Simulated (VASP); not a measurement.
# Mo: relaxation of cell and atoms with PBE+D3(BJ)

Crystal: Mo.

```xyz
1
Lattice="-1.5015 1.5015 1.5015 1.5015 -1.5015 1.5015 1.5015 1.5015 -1.5015" Properties=species:S:1:pos:R:3 pbc="T T T"
Mo    0.0000    0.0000    0.0000
```

- Program: VASP 6.6.1
- Task: relaxation of cell and atoms
- Functional: PBE
- Dispersion: D3(BJ)
- Potentials or basis: VASP PAW PBE potentials, release 64 (Mo_sv)
- Cutoff: 600 eV
- k mesh: 20 × 20 × 20
- Occupations: gaussian, width 0.1 eV
- Spin: no spin polarisation
- Target pressure: 45 GPa
- Dipole correction: no
- Further INCAR settings: ALGO = Normal; EDIFF = 1e-06; IBRION = 2; EDIFFG = -0.002; NSW = 100; ISIF = 3

```
Relaxed volume                                         : 13.55 Å³/atom
Relaxed cell                                           : a = 2.601 Å, b = 2.601 Å, c = 2.601 Å, α = 109.47°, β = 109.47°, γ = 109.47°
Space group after relaxing (to 0.05 Å)                 : Im-3m (No. 229)
Energy change on relaxing (the enthalpy is what falls) : -2.8 meV/atom
Ionic steps                                            : 3
Pressure after relaxing                                : 45.0 GPa
Band gap on the k mesh                                 : zero (band 7 reaches 19.89 eV, above the bottom of band 8 at 13.36 eV)
Dispersion energy per atom                             : -0.829 eV
```

Step by step:
```tsv
step	energy change (eV)	largest force (eV/Å)	pressure (GPa)	volume (Å³)
1	0.0000	0.0000	45.35	13.54
2	-0.0159	0.0000	43.47	13.60
3	-0.0028	0.0000	45.01	13.55
```

Final structure:
```
Mo
1.0
    -1.50191    1.50191    1.50191
     1.50191   -1.50191    1.50191
     1.50191    1.50191   -1.50191
Mo
1
Direct
  0.00000 0.00000 0.00000
```

Levels at points of the mesh, in eV from the Fermi level:
```
           k point  band 5  band 6  band 7  band 8  band 9  band 10
(0.00, 0.00, 0.00)   -7.69   -1.73   -1.73   -1.73    1.86     1.86
(0.50, 0.00, 0.00)   -6.30   -4.21    1.99    2.25    2.75     5.78
(0.50, 0.50, 0.50)   -6.71   -6.71    4.80    4.80    4.80    10.22
```

Wall time 40 s on 1 thread of Intel(R) Xeon(R) Platinum 8375C CPU @ 2.90GHz (Ice Lake), with other jobs on the host, peak memory 0.19 GiB.

Caveat: the cell is relaxed towards a set pressure, so the enthalpy falls and the energy may rise; pairwise dispersion overbinds metals, which lowers pressure and volume.
